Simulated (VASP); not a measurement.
Input of a VASP 6.6.1 run:

Contents of INCAR:

```
PREC = Accurate ; ENCUT = 520
EDIFF = 1E-7 ; ISMEAR = 0
SIGMA = 0.1 ; LREAL = False
LASPH = True ; NELM = 80
ALGO = Normal ; ISIF = 2
LWAVE = False ; LCHARG = True
GGA = PE ; LELF = True
LVHAR = True ; NBANDS = 66
```

KPOINTS

```
Automatic mesh
0
Gamma
  6 6 2
```

Contents of POSCAR:

```
Ge
1.0
    4.0031158814      0.0000000000      0.0000000000
   -2.0015579407      3.4668000476      0.0000000000
    0.0000000000      0.0000000000     13.1567068600
Ge
8
Direct
    0.0000000000      0.0000000000      0.4068511600
    0.0000000000      0.0000000000      0.5931488400
    0.0000000000      0.0000000000      0.9068511600
    0.0000000000      0.0000000000      0.0931488400
    0.3333333300      0.6666666700      0.3440584300
    0.6666666700      0.3333333300      0.6559415700
    0.6666666700      0.3333333300      0.8440584300
    0.3333333300      0.6666666700      0.1559415700
```

Potentials or basis: VASP PAW PBE potentials, release 64 (Ge_d).

Command:

```sh
$ cat potpaw_PBE.64/Ge_d/POTCAR > POTCAR
$ mpirun -np 1 vasp_std > vasp.out
```

**Question.** Predict the largest force.

**Answer.** 0.013 eV/Å.

**Question.** Estimate the pressure.

**Answer.** 3.0 GPa.

**Question.** Predict the band gap on the k mesh.

**Answer.** Zero (filled and empty bands touch).

Forces in eV/Å, atoms in the order of the input:
```
Ge   0.000  0.000 -0.013
Ge   0.000  0.000  0.013
Ge   0.000  0.000 -0.013
Ge   0.000  0.000  0.013
Ge   0.000  0.000 -0.006
Ge   0.000  0.000  0.006
Ge   0.000  0.000 -0.006
Ge   0.000  0.000  0.006
```
